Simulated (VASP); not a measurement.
# In3Sb2As (Pmm2) in VASP: further runs, part 2 of 2

VASP 6.6.1.

### 3 Single point, PBE

This run uses another cell than the first one, of 27.66 Å³/atom.

Contents of INCAR:

```
SYSTEM = In3Sb2As
PREC     = Accurate       ! precision mode
ENCUT    = 520            ! plane-wave cutoff, eV
EDIFF    = 1E-6           ! SCF threshold, eV
ISMEAR   = 0              ! smearing method
SIGMA    = 0.1            ! smearing width, eV
LREAL    = .False.        ! projectors in reciprocal space
LASPH    = .True.         ! aspherical terms in the spheres
NELM     = 100            ! most SCF steps
ALGO     = Normal         ! electronic algorithm
ISIF     = 2              ! what is computed and relaxed
LWAVE    = .False.        ! write WAVECAR
LCHARG   = .True.         ! write CHGCAR
GGA      = PE             ! functional
LELF     = .True.         ! ELF
LVHAR    = .True.       
NBANDS   = 36             ! bands
```

Contents of KPOINTS:

```
regular mesh
0
Gamma
  4 2 6
  0 0 0
```

Contents of POSCAR:

```
In3Sb2As
1.0
    6.1035706062      0.0000000000      0.0000000000
    0.0000000000      8.9259555518      0.0000000000
    0.0000000000      0.0000000000      3.0463787375
In Sb As
3 2 1
Direct
    0.0000000000      0.8267344311     -0.0539433852
    0.0000000000      0.5000000000      0.3686428605
    0.0000000000      0.1732655689     -0.0539433852
    0.5000000000      0.8251409743      0.1420899373
    0.5000000000      0.1748590257      0.1420899373
    0.5000000000      0.5000000000      0.2050640353
```

Potentials or basis: VASP PAW PBE potentials, release 64 (In_d, Sb, As).

Started as:

```
cat potpaw_PBE.64/In_d/POTCAR potpaw_PBE.64/Sb/POTCAR potpaw_PBE.64/As/POTCAR > POTCAR
mpirun -np 1 vasp_std > vasp.out
```

OUTCAR:

```text
SYSTEM = In3Sb2As
   PREC = Accurate
   ENCUT = 520
   EDIFF = 1E-6
   ISMEAR = 0
   LREAL = .False.
   LASPH = .True.
   NELM = 100
   ISIF = 2
   GGA = PE

 ion  position               nearest neighbor table
   1  0.000  0.827  0.946-   3 3.09   4 3.11   4 3.11   2 3.19   2 3.41
   2  0.000  0.500  0.369-   6 3.09   6 3.09   1 3.19   3 3.19   1 3.41   3 3.41
   3  0.000  0.173  0.946-   1 3.09   5 3.11   5 3.11   2 3.19   2 3.41
   4  0.500  0.825  0.142-   6 2.91   1 3.11   1 3.11   5 3.12
   5  0.500  0.175  0.142-   6 2.91   3 3.11   3 3.11   4 3.12
   6  0.500  0.500  0.205-   4 2.91   5 2.91   2 3.09   2 3.09

  LATTYP: Found a simple orthorhombic cell.
 ALAT       =     3.0463787375
 B/A-ratio  =     2.0035495032
 C/A-ratio  =     2.9300216161

  Lattice vectors:

 A1 = (   0.0000000000,   0.0000000000,   3.0463787375)
 A2 = (   6.1035706062,   0.0000000000,   0.0000000000)
 A3 = (   0.0000000000,   8.9259555518,   0.0000000000)

Analysis of symmetry for initial positions (statically):
=====================================================================
 Subroutine PRICEL returns:
 Original cell was already a primitive cell.
[... 182 lines left out ...]
 fundamental gap:      0.0959600854
 Fermi energy:         6.5316072512

 k-point     1 :       0.0000    0.0000    0.0000
  band No.  band energies     occupation
      1      -8.4301      2.00000
      2      -8.3554      2.00000
      3      -8.3138      2.00000
      4      -8.2461      2.00000
      5      -8.0825      2.00000
      6      -8.0415      2.00000
[... 925 lines left out ...]
     35      10.1356      0.00000
     36      10.5324      0.00000

------------------------ aborting loop because EDIFF is reached ----------------------------------------

  FORCE on cell =-STRESS in cart. coord.  units (eV):
  Direction    XX          YY          ZZ          XY          YZ          ZX
  --------------------------------------------------------------------------------------
  -------------------------------------------------------------------------------------
  Total       -0.0366148     -0.1567802      0.0309585      0.0000000      0.0000000      0.0000000
  in kB       -0.3534632     -1.5134892      0.2988604      0.0000000      0.0000000      0.0000000
  external PRESSURE =      -0.5226974 kB  Pullay stress =       0.0000000 kB

 VOLUME and BASIS-vectors are now :
 -----------------------------------------------------------------------------
  energy-cutoff  :      520.00
  volume of cell :      165.97
      direct lattice vectors                 reciprocal lattice vectors
     6.103570606  0.000000000  0.000000000     0.163838524  0.000000000  0.000000000
     0.000000000  8.925955552  0.000000000     0.000000000  0.112032823  0.000000000
     0.000000000  0.000000000  3.046378737     0.000000000  0.000000000  0.328258594

 POSITION                                       TOTAL-FORCE (eV/Angst)
 -----------------------------------------------------------------------------------
      0.00000      7.37939      2.88205        -0.000000      0.022251      0.002334
      0.00000      4.46298      1.12303         0.000000      0.000000     -0.007742
      0.00000      1.54656      2.88205        -0.000000     -0.022251      0.002334
      3.05179      7.36517      0.43286         0.000000      0.002171      0.003848
      3.05179      1.56078      0.43286         0.000000     -0.002171      0.003848
      3.05179      4.46298      0.62470         0.000000      0.000000     -0.004622
 -----------------------------------------------------------------------------------
    total drift:                                0.000000      0.000000     -0.001265

  FREE ENERGIE OF THE ION-ELECTRON SYSTEM (eV)
  ---------------------------------------------------
  free  energy   TOTEN  =       -20.4053248933 eV

  energy  without entropy=      -20.3926674865  energy(sigma->0) =      -20.39899619
```

OSZICAR:

```text
N       E                     dE             d eps       ncg     rms          rms(c)
DAV:   1     0.481534348264E+03    0.48153E+03   -0.23709E+04  1728   0.166E+03
DAV:   2     0.330041220956E+02   -0.44853E+03   -0.43880E+03  1732   0.417E+02
DAV:   3    -0.180428408920E+02   -0.51047E+02   -0.49731E+02  2144   0.156E+02
DAV:   4    -0.203951981359E+02   -0.23524E+01   -0.23380E+01  2068   0.338E+01
DAV:   5    -0.204962834615E+02   -0.10109E+00   -0.10105E+00  2632   0.682E+00    0.529E+00
DAV:   6    -0.204078049723E+02    0.88478E-01   -0.22156E-01  2320   0.492E+00    0.298E+00
DAV:   7    -0.204054341287E+02    0.23708E-02   -0.11380E-01  2356   0.303E+00    0.516E-01
DAV:   8    -0.204047681641E+02    0.66596E-03   -0.12873E-02  2216   0.126E+00    0.237E-01
DAV:   9    -0.204053007500E+02   -0.53259E-03   -0.21894E-03  2128   0.293E-01    0.718E-02
DAV:  10    -0.204053163833E+02   -0.15633E-04   -0.15723E-04  2488   0.138E-01    0.369E-02
DAV:  11    -0.204053249286E+02   -0.85453E-05   -0.29100E-05  1992   0.385E-02    0.571E-03
DAV:  12    -0.204053248933E+02    0.35299E-07   -0.24938E-06  1544   0.187E-02
   1 F= -.20405325E+02 E0= -.20398996E+02  d E =-.126574E-01
```

Wall time 45 s (1 thread of Intel Xeon 6975P-C (Granite Rapids), shared host); peak memory 0.34 GiB.

What came out:

```
Free energy            : -20.4053 eV
Pressure               : -0.1 GPa
Largest force          : 0.022 eV/Å
Band gap on the k mesh : zero (bands 27 and 28 overlap by 2.71 eV)
```

Forces on the atoms (eV/Å):
```
In   0.000  0.022  0.002
In   0.000  0.000 -0.008
In   0.000 -0.022  0.002
Sb   0.000  0.002  0.004
Sb   0.000 -0.002  0.004
As   0.000  0.000 -0.005
```

Levels at points of the mesh, in eV from the Fermi level:
| k point | band 23 | band 24 | band 25 | band 26 | band 27 | band 28 | band 29 | band 30 |
| --- | --- | --- | --- | --- | --- | --- | --- | --- |
| (0.00, 0.00, 0.00) | -3.16 | -2.99 | -2.81 | -2.81 | 1.22 | 1.42 | 3.42 | 4.48 |
| (0.50, 0.00, 0.00) | -2.65 | -1.02 | -0.22 | -0.17 | 0.14 | 1.25 | 1.28 | 1.97 |
| (0.00, 0.50, 0.00) | -4.14 | -3.18 | -2.07 | -1.68 | 1.02 | 1.18 | 3.17 | 3.47 |
| (0.50, 0.50, 0.00) | -2.49 | -0.76 | -0.43 | 0.54 | 0.68 | 1.18 | 1.37 | 1.77 |
| (0.00, 0.00, 0.50) | -2.29 | -2.01 | -1.18 | -1.07 | -0.78 | -0.66 | -0.54 | -0.43 |
| (0.50, 0.00, 0.50) | -3.17 | -2.84 | -2.18 | -1.35 | -1.09 | -0.80 | -0.34 | 1.40 |
| (0.00, 0.50, 0.50) | -2.58 | -2.51 | -1.81 | -1.68 | -1.53 | -1.49 | 0.09 | 0.92 |
| (0.50, 0.50, 0.50) | -2.91 | -2.74 | -2.57 | -2.48 | -1.05 | 0.31 | 1.29 | 1.59 |

Caveat: spin-orbit coupling is left out, which moves the levels of the heavy elements.

### 4 Relaxation of cell and atoms, PBE

Contents of INCAR:

```
PREC = Accurate ; ENCUT = 600
EDIFF = 1E-6 ; ISMEAR = 0
SIGMA = 0.1 ; LREAL = False
LASPH = True ; NELM = 80
ALGO = Normal ; ISIF = 3
LWAVE = False ; LCHARG = False
GGA = PE ; IBRION = 2
NSW = 90 ; EDIFFG = -0.04
```

Contents of KPOINTS:

```
Automatic mesh
0
Gamma
  4 2 6
```

Contents of POSCAR:

```
In3Sb2As
1.0
    5.7364923700      0.0000000000      0.0000000000
    0.0000000000      8.9416984400      0.0000000000
    0.0000000000      0.0000000000      3.1306666800
In Sb As
3 2 1
Direct
    0.0000000000      0.8333333300      0.0000000000
    0.0000000000      0.5000000000      0.0000000000
    0.0000000000      0.1666666700      0.0000000000
    0.5000000000      0.8333333300      0.2500000000
    0.5000000000      0.1666666700      0.2500000000
    0.5000000000      0.5000000000      0.2500000000
```

Started as:

```
cat potpaw_PBE.64/In_d/POTCAR potpaw_PBE.64/Sb/POTCAR potpaw_PBE.64/As/POTCAR > POTCAR
mpirun -np 1 vasp_std > vasp.out
```

Run time: 32 min. Hardware: 1 thread of Intel Xeon 6975P-C (Granite Rapids), shared host; peak memory 0.41 GiB.

Results (log left out):

```
Free energy                           : -20.3967 eV
Relaxed volume                        : 27.78 Å³/atom
Relaxed cell                          : a = 6.122 Å, b = 8.942 Å, c = 3.045 Å, α = 90.00°, β = 90.00°, γ = 90.00°
Space group after relaxing (to 0.1 Å) : Pmm2 (No. 25)
Energy gained by relaxing             : 58.1 meV/atom
Ionic steps                           : 58
Pressure after relaxing               : -0.1 GPa
Largest force after relaxing          : 0.036 eV/Å
```

Forces in eV/Å, atoms in the order of the input:
```
In   0.000 -0.015 -0.033
In   0.000  0.000  0.012
In   0.000  0.015 -0.033
Sb   0.000  0.002  0.030
Sb   0.000 -0.002  0.030
As   0.000  0.000 -0.005
```

The path:
```tsv
step	energy change (eV)	largest force (eV/Å)	pressure (GPa)	volume (Å³)
1	0.0000	0.6844	1.89	160.58
3	-0.1694	0.1997	-1.18	171.50
5	-0.2175	0.1068	-0.65	169.73
7	-0.2314	0.0937	0.05	166.87
9	-0.2342	0.0916	-0.01	166.98
11	-0.2373	0.0914	0.01	167.00
13	-0.2420	0.2153	0.11	167.06
15	-0.2440	0.1762	0.06	167.16
17	-0.2559	0.1619	-0.15	168.10
19	-0.2557	0.2109	-1.04	171.90
21	-0.2701	0.1161	-0.55	169.82
23	-0.2819	0.1895	-0.07	168.37
25	-0.2837	0.1894	-0.03	168.19
27	-0.2875	0.1468	0.20	167.38
29	-0.2902	0.1528	0.10	167.67
31	-0.3010	0.0825	0.06	167.89
33	-0.3038	0.1079	0.01	168.06
35	-0.3083	0.0740	-0.07	168.30
37	-0.3092	0.0760	0.11	167.69
39	-0.3097	0.0755	0.17	167.44
41	-0.3137	0.0746	0.14	167.43
43	-0.3261	0.0847	-0.05	167.39
45	-0.3297	0.1162	-0.20	167.36
47	-0.3314	0.1172	-0.18	167.28
49	-0.3377	0.1182	-0.16	166.93
51	-0.3435	0.1032	-0.08	166.39
53	-0.3464	0.0491	0.22	165.89
55	-0.3475	0.0649	0.11	166.06
57	-0.3483	0.0419	-0.11	166.82
58	-0.3487	0.0360	-0.07	166.69
```

Final structure:
```cif
data_structure
_symmetry_space_group_name_H-M 'P 1'
_symmetry_Int_Tables_number 1
_cell_length_a 6.1217
_cell_length_b 8.9422
_cell_length_c 3.0450
_cell_angle_alpha 90.000
_cell_angle_beta 90.000
_cell_angle_gamma 90.000
_cell_volume 166.69
loop_
_atom_site_label
_atom_site_type_symbol
_atom_site_fract_x
_atom_site_fract_y
_atom_site_fract_z
_atom_site_occupancy
In1 In 0.00000 0.82750 0.99176 1
In2 In 0.00000 0.50000 0.35939 1
In3 In 0.00000 0.17250 0.99176 1
Sb1 Sb 0.50000 0.82485 0.11352 1
Sb2 Sb 0.50000 0.17515 0.11352 1
As1 As 0.50000 0.50000 0.18006 1
```

Levels at points of the mesh, in eV from the Fermi level:
| k point | band 24 | band 25 | band 26 | band 27 | band 28 | band 29 |
| --- | --- | --- | --- | --- | --- | --- |
| (0.00, 0.00, 0.00) | -2.97 | -2.78 | -2.78 | 1.23 | 1.41 | 3.46 |
| (0.50, 0.00, 0.00) | -1.00 | -0.20 | -0.18 | 0.15 | 1.25 | 1.28 |
| (0.00, 0.50, 0.00) | -3.18 | -2.06 | -1.67 | 1.01 | 1.20 | 3.19 |
| (0.50, 0.50, 0.00) | -0.76 | -0.41 | 0.56 | 0.69 | 1.17 | 1.37 |
| (0.00, 0.00, 0.50) | -2.08 | -1.27 | -1.18 | -0.79 | -0.68 | -0.65 |
| (0.50, 0.00, 0.50) | -2.92 | -2.23 | -1.18 | -0.90 | -0.79 | -0.31 |
| (0.00, 0.50, 0.50) | -2.59 | -1.68 | -1.68 | -1.67 | -1.40 | 0.04 |
| (0.50, 0.50, 0.50) | -2.70 | -2.52 | -2.31 | -1.06 | 0.36 | 1.10 |

Caveat: the highest band is partly filled, so the run has too few bands; spin-orbit coupling is left out, which moves the levels of the heavy elements.

### 5 Single point, PBE

This run uses another cell than the first one, of 27.21 Å³/atom.

Contents of INCAR:

```
PREC = Accurate
ENCUT = 520
EDIFF = 1E-7
ISMEAR = 0
SIGMA = 0.1
LREAL = False
LASPH = True
NELM = 60
ALGO = Normal
ISIF = 2
LWAVE = False
LCHARG = True
GGA = PE
LELF = True
LVHAR = True
NBANDS = 36
```

Contents of KPOINTS:

```
Automatic mesh
0
Gamma
  6 4 12
```

Contents of POSCAR:

```
In3Sb2As
1.0
    6.0019983997      0.0000000000      0.0000000000
    0.0000000000      8.8711975363      0.0000000000
    0.0000000000      0.0000000000      3.0663246691
In Sb As
3 2 1
Direct
    0.0000000000      0.8256471251      0.9087576517
    0.0000000000      0.5000000000      0.4067053398
    0.0000000000      0.1743528749      0.9087576517
    0.5000000000      0.8235265197      0.1371314835
    0.5000000000      0.1764734803      0.1371314835
    0.5000000000      0.5000000000      0.2515163899
```

Started as:

```
cat potpaw_PBE.64/In_d/POTCAR potpaw_PBE.64/Sb/POTCAR potpaw_PBE.64/As/POTCAR > POTCAR
mpirun -np 1 vasp_std > vasp.out
```

It took 2.7 min on 1 thread of Intel Xeon 6975P-C (Granite Rapids), shared host; peak memory 0.58 GiB.

The run converged. Its results:

```yaml
Free_energy: -20.2625 eV
Pressure: 0.0 GPa
Largest_force: 0.005 eV/Å
Band_gap_on_the_k_mesh: zero (bands 27 and 28 overlap by 2.96 eV)
```

Forces on the atoms (eV/Å):
```
In   0.000  0.003 -0.001
In   0.000  0.000  0.002
In   0.000 -0.003 -0.001
Sb   0.000  0.005  0.000
Sb   0.000 -0.005  0.000
As   0.000  0.000  0.001
```

Levels at points of the mesh, in eV from the Fermi level:
| k point | band 23 | band 24 | band 25 | band 26 | band 27 | band 28 | band 29 | band 30 | band 31 | band 32 |
| --- | --- | --- | --- | --- | --- | --- | --- | --- | --- | --- |
| (0.00, 0.00, 0.00) | -3.19 | -3.01 | -2.82 | -2.78 | 1.44 | 1.68 | 3.30 | 4.54 | 4.67 | 4.98 |
| (0.50, 0.00, 0.00) | -2.61 | -0.83 | -0.10 | -0.04 | 0.34 | 1.47 | 1.56 | 2.20 | 2.31 | 3.35 |
| (0.00, 0.50, 0.00) | -4.20 | -2.94 | -2.09 | -1.51 | 1.02 | 1.28 | 3.24 | 3.36 | 4.81 | 5.54 |
| (0.50, 0.50, 0.00) | -2.40 | -0.59 | -0.20 | 0.73 | 0.88 | 1.19 | 1.51 | 2.06 | 3.28 | 3.65 |
| (0.00, 0.00, 0.50) | -2.32 | -2.02 | -1.03 | -0.82 | -0.80 | -0.67 | -0.54 | -0.43 | -0.34 | -0.01 |
| (0.50, 0.00, 0.50) | -3.19 | -2.81 | -2.02 | -1.47 | -1.23 | -0.78 | -0.29 | 1.61 | 2.85 | 3.23 |
| (0.00, 0.50, 0.50) | -2.42 | -2.31 | -1.86 | -1.74 | -1.52 | -1.41 | -0.06 | 1.10 | 1.22 | 1.36 |
| (0.50, 0.50, 0.50) | -3.17 | -2.75 | -2.59 | -2.55 | -0.97 | 0.34 | 1.47 | 1.84 | 2.39 | 2.40 |

Caveat: spin-orbit coupling is left out, which moves the levels of the heavy elements.

### 6 The runs side by side

| task | cell | k mesh | cutoff (eV) | gap on the mesh (eV) | pressure (GPa) | largest force (eV/Å) |
| --- | --- | --- | --- | --- | --- | --- |
| single point | a = 5.736, b = 8.942, c = 3.131 Å, 6 atoms, atomic positions A | 4 × 2 × 6 | 520 | none | 1.9 | 0.68 |
| single point | a = 6.104, b = 8.926, c = 3.046 Å, 6 atoms, atomic positions B | 4 × 2 × 6 | 520 | none | -0.1 | 0.02 |
| relaxation of cell and atoms | relaxed from a = 5.736, b = 8.942, c = 3.131 Å, 6 atoms, atomic positions A | 4 × 2 × 6 | 600 | - | -0.1 | 0.04 |
| single point | a = 6.002, b = 8.871, c = 3.066 Å, 6 atoms, atomic positions C | 6 × 4 × 12 | 520 | none | 0.0 | - |

Alike in all rows: level PBE; potentials or basis VASP PAW PBE potentials, release 64 (In_d, Sb, As); no spin polarisation; smearing gaussian 0.1 eV.

Caveats: spin-orbit coupling is left out, which moves the levels of the heavy elements; the highest band is partly filled, so the run has too few bands (at least some runs).

Total energies depend on the potentials used, so only differences within one code and one set of settings carry meaning.

The gap in the log of VASP goes by the Fermi energy; the results here count the filled bands.